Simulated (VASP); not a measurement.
# Ta (Im-3m) in VASP: further runs

Runs on Ta. Level: LDA. Tasks: single point, relaxation of cell and atoms.

Everything below comes from runs of VASP 6.6.1. Logs are shortened: lines on timing, memory, paths and dates and some standing lists are left out, and cuts for length are marked.

## 1. The cell of the first run

The structure is cubic, space group Im-3m (No. 229). Conventional cell: a = 3.247 Å, b = 3.247 Å, c = 3.247 Å, α = 90.00°, β = 90.00°, γ = 90.00°. Within 3.7 Å of Ta (site symmetry m-3m) lie 14 Ta at 2.81 to 3.25 Å.

## 2. Single point, LDA

Contents of INCAR:

```
SYSTEM = Ta
PREC = Accurate ; ENCUT = 520
EDIFF = 1E-6 ; ISMEAR = 0
SIGMA = 0.1 ; LREAL = .FALSE.
LASPH = .TRUE. ; NELM = 100
ALGO = Normal ; ISIF = 2
LWAVE = .FALSE. ; LCHARG = .TRUE.
GGA = CA ; LELF = .TRUE.
LVHAR = .TRUE. ; NBANDS = 12
```

Contents of KPOINTS:

```
regular mesh
0
G
  8 8 8
  0 0 0
```

Contents of POSCAR:

```
Ta
1.0
   -1.6234849722      1.6234849722      1.6234849722
    1.6234849722     -1.6234849722      1.6234849722
    1.6234849722      1.6234849722     -1.6234849722
Ta
1
Direct
    0.0000000000      0.0000000000      0.0000000000
```

Potentials or basis: VASP PAW LDA potentials, release 64 (Ta_pv).

Command:

```
> cat potpaw_LDA.64/Ta_pv/POTCAR > POTCAR
> mpirun -np 1 vasp_std > vasp.out
```

OUTCAR:

```text
SYSTEM = Ta
   PREC = Accurate
   ENCUT = 520
   EDIFF = 1E-6
   ISMEAR = 0
   LREAL = .FALSE.
   LASPH = .TRUE.
   NELM = 100
   ISIF = 2
   GGA = CA

 ion  position               nearest neighbor table
   1  0.000  0.000  0.000-

  LATTYP: Found a body centered cubic cell.
 ALAT       =     3.2469699444

  Lattice vectors:

 A1 = (  -1.6234849722,   1.6234849722,   1.6234849722)
 A2 = (   1.6234849722,  -1.6234849722,   1.6234849722)
 A3 = (   1.6234849722,   1.6234849722,  -1.6234849722)

Analysis of symmetry for initial positions (statically):
=====================================================================
 Subroutine PRICEL returns:
 Original cell was already a primitive cell.

 Routine SETGRP: Setting up the symmetry group for a
 body centered cubic supercell.

 Subroutine GETGRP returns: Found 48 space group operations
 (whereof 48 operations were pure point group operations)
 out of a pool of 48 trial point group operations.

The static configuration has the point symmetry O_h .

Analysis of symmetry for dynamics (positions and initial velocities):
=====================================================================
 Subroutine PRICEL returns:
 Original cell was already a primitive cell.

 Routine SETGRP: Setting up the symmetry group for a
 body centered cubic supercell.

 Subroutine GETGRP returns: Found 48 space group operations
 (whereof 48 operations were pure point group operations)
 out of a pool of 48 trial point group operations.

The dynamic configuration has the point symmetry O_h .

 Subroutine INISYM returns: Found 48 space group operations
 (whereof 48 operations are pure point group operations),
 and found     1 'primitive' translations

----------------------------------------------------------------------------------------

                                     Primitive cell

  volume of cell :      17.1161

  direct lattice vectors                    reciprocal lattice vectors
    -1.623484972  1.623484972  1.623484972     0.000000000  0.307979445  0.307979445
     1.623484972 -1.623484972  1.623484972     0.307979445  0.000000000  0.307979445
     1.623484972  1.623484972 -1.623484972     0.307979445  0.307979445  0.000000000

  length of vectors
     2.811958457  2.811958457  2.811958457     0.435548707  0.435548707  0.435548707

  position of ions in fractional coordinates (direct lattice)
     0.000000000  0.000000000  0.000000000

  ion indices of the primitive-cell ions
   primitive index   ion index
                 1           1

----------------------------------------------------------------------------------------

 KPOINTS: regular mesh

Automatic generation of k-mesh.
 Grid dimensions read from file:
 generate k-points for:    8    8    8

 Generating k-lattice:

  Cartesian coordinates                     Fractional coordinates (reciprocal lattice)
     0.000000000  0.038497431  0.038497431     0.125000000  0.000000000  0.000000000
     0.038497431  0.000000000  0.038497431     0.000000000  0.125000000  0.000000000
     0.038497431  0.038497431  0.000000000     0.000000000  0.000000000  0.125000000

  Length of vectors
     0.054443588  0.054443588  0.054443588

  Shift w.r.t. Gamma in fractional coordinates (k-lattice)
     0.000000000  0.000000000  0.000000000

 Subroutine IBZKPT returns following result:
 ===========================================

 Found     29 irreducible k-points:

 Following reciprocal coordinates:
            Coordinates               Weight
  0.000000  0.000000  0.000000      1.000000
  0.125000  0.000000  0.000000     12.000000
  0.250000  0.000000  0.000000     12.000000
  0.375000  0.000000  0.000000     12.000000
  0.500000  0.000000  0.000000      6.000000
  0.125000  0.125000  0.000000     24.000000
[... 16 lines left out ...]
 -0.250000  0.250000  0.250000      6.000000
 -0.375000  0.375000  0.250000     24.000000
 [... further k-points ...]
   k-points           NKPTS =     29   k-points in BZ     NKDIM =     29   number of bands    NBANDS=     12
   number of dos      NEDOS =    301   number of ions     NIONS =      1
   total plane-waves  NPLWV =  13824
   dimension x,y,z NGX =    24 NGY =   24 NGZ =   24
   dimension x,y,z NGXF=    48 NGYF=   48 NGZF=   48
   ions per type =               1
   NGX,Y,Z   is equivalent  to a cutoff of  14.19, 14.19, 14.19 a.u.
   NGXF,Y,Z  is equivalent  to a cutoff of  28.38, 28.38, 28.38 a.u.
 SYSTEM =  Ta
   PREC   = accura    normal or accurate (medium, high low for compatibility)
   ISTART =      0    job   : 0-new  1-cont  2-samecut
   ICHARG =      2    charge: 1-file 2-atom 10-const
   ISPIN  =      1    spin polarized calculation?
   LNONCOLLINEAR =      F non collinear calculations
   LSORBIT =      F    spin-orbit coupling
   LASPH  =      T    aspherical Exc in radial PAW
   ENCUT  =  520.0 eV  38.22 Ry    6.18 a.u.   5.23  5.23  5.23*2*pi/ulx,y,z
   NELM   =    100;   NELMIN=  2; NELMDL= -5     # of ELM steps
   EDIFF  = 0.1E-05   stopping-criterion for ELM
   LREAL  =      F    real-space projection
   EDIFFG = 0.1E-04   stopping-criterion for IOM
   NSW    =      0    number of steps for IOM
   IBRION =     -1    ionic relax: 0-MD 1-quasi-New 2-CG
   NFREE  =      0    steps in history (QN), initial steepest desc. (CG)
   ISIF   =      2    stress and relaxation
   ISYM   =      2    0-nonsym 1-usesym 2-fastsym
   POTIM  = 0.5000    time-step for ionic-motion
   TEBEG  =    0.0;   TEEND  =   0.0 temperature during run
   PSTRESS=    0.0 pullay stress
   NELECT =      11.0000    total number of electrons
   NUPDOWN=      -1.0000    fix difference up-down
   EMIN   =  10.00;   EMAX   =-10.00  energy-range for DOS
   EFERMI =   0.00;   METHOD = LEGACY
   ISMEAR =     0;   SIGMA  =   0.10  broadening in eV -4-tet -1-fermi 0-gaus
   EFERMI_NEDOS =   21; number of points for ismear=-14 and -15
   IALGO  =     38    algorithm
   IMIX   =      4    mixing-type and parameters
     AMIX     =   0.40;   BMIX     =  1.00
     AMIX_MAG =   1.60;   BMIX_MAG =  1.00
  volume/ion in A,a.u.               =      17.12       115.51
  Fermi-wavevector in a.u.,A,eV,Ry     =   1.412768  2.669744 27.156043  1.995913
  Thomas-Fermi vector in A             =   2.534482
   LORBIT       =      0    0 simple, 1 ext, 2 COOP (PROOUT), +10 PAW based schemes
   GGA     = CA    functional components
   LHFCALC =     F    Hartree Fock is set to
   AEXX    =    0.0000 exact exchange contribution
   IVDW    =     0    specifies the selected vdW correction
   LEPSILON=     F    determine dielectric tensor
   LRPA    =     F    only Hartree local field effects (RPA)
 non-spin polarized calculation
 Gauss-broadening in eV      SIGMA  =   0.10
  energy-cutoff  :      520.00
  volume of cell :       17.12
 maximum number of plane-waves:       471
 NGX is ok and might be reduce to    24
   NGX = 11   NGY = 11   NGZ = 11

 number of electron      10.9999999 magnetization

 Free energy of the ion-electron system (eV)
  ---------------------------------------------------
  ext. energy  EPLUGINS =         0.00000000
  ---------------------------------------------------
  free energy    TOTEN  =       -12.86741147 eV

  energy without entropy =      -12.86371845  energy(sigma->0) =      -12.86556496

 E-fermi :   5.7586     XC(G=0): -13.0560

 val. band max:        5.7021306878   @ k =   0.2500   0.0000   0.0000
 cond. band min:       5.7895319652   @ k =  -0.2500   0.2500   0.1250
 fundamental gap:      0.0874012773
 Fermi energy:         5.7586384471

 k-point     1 :       0.0000    0.0000    0.0000
  band No.  band energies     occupation
      1     -26.8649      2.00000
      2     -26.8649      2.00000
      3     -26.8649      2.00000
      4      -2.2018      2.00000
      5       6.4979      0.00000
      6       6.4979      0.00000
      7       6.4979      0.00000
      8       9.9427      0.00000
      9       9.9427      0.00000
     10      19.6964      0.00000
     11      21.1426      0.00000
     12      21.1426      0.00000

 k-point     2 :       0.1250    0.0000    0.0000
  band No.  band energies     occupation
      1     -27.0903      2.00000
      2     -26.9335      2.00000
      3     -26.8664      2.00000
      4      -1.4790      2.00000
      5       6.0494      0.00004
      6       6.3152      0.00000
      7       7.2254      0.00000
      8       9.3696      0.00000
      9       9.9555      0.00000
     10      19.6961      0.00000
     11      21.7259      0.00000
     12      22.3979      0.00000

 k-point     3 :       0.2500    0.0000    0.0000
  band No.  band energies     occupation
      1     -27.6056      2.00000
      2     -27.0958      2.00000
      3     -26.8703      2.00000
      4       0.1931      2.00000
      5       5.1322      2.00000
      6       5.7021      1.57579
      7       9.2864      0.00000
      8       9.3350      0.00000
      9      10.1417      0.00000
     10      19.6941      0.00000
     11      21.4778      0.00000
     12      23.4069      0.00000
[... 286 lines left out ...]
 k-point    23 :      -0.2500    0.2500    0.2500
  band No.  band energies     occupation
      1     -27.6347      2.00000
      2     -27.3462      2.00000
      3     -27.3462      2.00000
      4       2.1837      2.00000
      5       4.6963      2.00000
      6       7.1076      0.00000
      7       7.1076      0.00000
      8       9.1176      0.00000
      9      11.1144      0.00000
     10      19.6917      0.00000
     11      21.0499      0.00000
     12      26.2906      0.00000

 k-point    24 :      -0.3750    0.3750    0.2500
  band No.  band energies     occupation
      1     -27.9192      2.00000
      2     -27.5167      2.00000
      3     -27.3906      2.00000
      4       2.9271      2.00000
      5       3.6744      2.00000
      6       7.1135      0.00000
      7       7.8520      0.00000
      8      11.5212      0.00000
      9      11.7340      0.00000
     10      19.6860      0.00000
     11      20.6558      0.00000
     12      23.0671      0.00000

 [... further k-points ...]

------------------------ aborting loop because EDIFF is reached ----------------------------------------

  FORCE on cell =-STRESS in cart. coord.  units (eV):
  Direction    XX          YY          ZZ          XY          YZ          ZX
  --------------------------------------------------------------------------------------
  -------------------------------------------------------------------------------------
  Total        0.1072755      0.1072755      0.1072755      0.0000000     -0.0000000      0.0000000
  in kB       10.0416819     10.0416819     10.0416819      0.0000000     -0.0000000      0.0000000
  external PRESSURE =      10.0416819 kB  Pullay stress =       0.0000000 kB

 VOLUME and BASIS-vectors are now :
 -----------------------------------------------------------------------------
  energy-cutoff  :      520.00
  volume of cell :       17.12
      direct lattice vectors                 reciprocal lattice vectors
    -1.623484972  1.623484972  1.623484972     0.000000000  0.307979445  0.307979445
     1.623484972 -1.623484972  1.623484972     0.307979445  0.000000000  0.307979445
     1.623484972  1.623484972 -1.623484972     0.307979445  0.307979445  0.000000000

 POSITION                                       TOTAL-FORCE (eV/Angst)
 -----------------------------------------------------------------------------------
      0.00000      0.00000      0.00000        -0.000000     -0.000000      0.000000
 -----------------------------------------------------------------------------------
    total drift:                                0.000000      0.000000      0.000000

  FREE ENERGIE OF THE ION-ELECTRON SYSTEM (eV)
  ---------------------------------------------------
  free  energy   TOTEN  =       -12.8674114682 eV

  energy  without entropy=      -12.8637184510  energy(sigma->0) =      -12.86556496
```

Run time: 5.2 s. Hardware: 1 thread of Intel Xeon Platinum 8488C (Sapphire Rapids), shared host; peak memory 0.13 GiB.

Results:

| Quantity | Value |
| --- | --- |
| Free energy | -12.8674 eV |
| Pressure | 1.0 GPa |

Caveat: spin-orbit coupling is left out, which moves the levels of the heavy elements.

[end of part 1 of 2]
